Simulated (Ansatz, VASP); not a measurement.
## In in VASP and in Ansatz

```xyz
1
Lattice="-1.8309 1.8309 1.9072 1.8309 -1.8309 1.9072 1.8309 1.8309 -1.9072" Properties=species:S:1:pos:R:3 pbc="T T T"
In    0.0000    0.0000    0.0000
```

Change from the starting cell: x and y stretched by -4 %, z held, crystal datasets.

Alike in both runs: task electric field gradients; functional PBE; k mesh 15 × 15 × 15; occupations fermi-dirac, width 0.05 eV; no spin polarisation.

```csv
,VASP,Ansatz
version,VASP 6.6.1,Ansatz 0.2.0
potentials or method,"VASP PAW PBE potentials, release 64 (In_d), cutoff 520 eV","all-electron PAW with datasets made for the crystal, scalar-relativistic"
```

|  | VASP | Ansatz | Ansatz less VASP |
| --- | --- | --- | --- |
| pressure (GPa) | 3.4 | 3.5 | +0.03 |
| traceless stress, the component that is largest in VASP (GPa) | 0.31 | 0.31 | -0.001 |
| size of Vzz on the site where it differs most (V/Å²) | 3.0 | 2.9 | -0.12 |

Ansatz ran all-electron here, and VASP with PAW potentials.
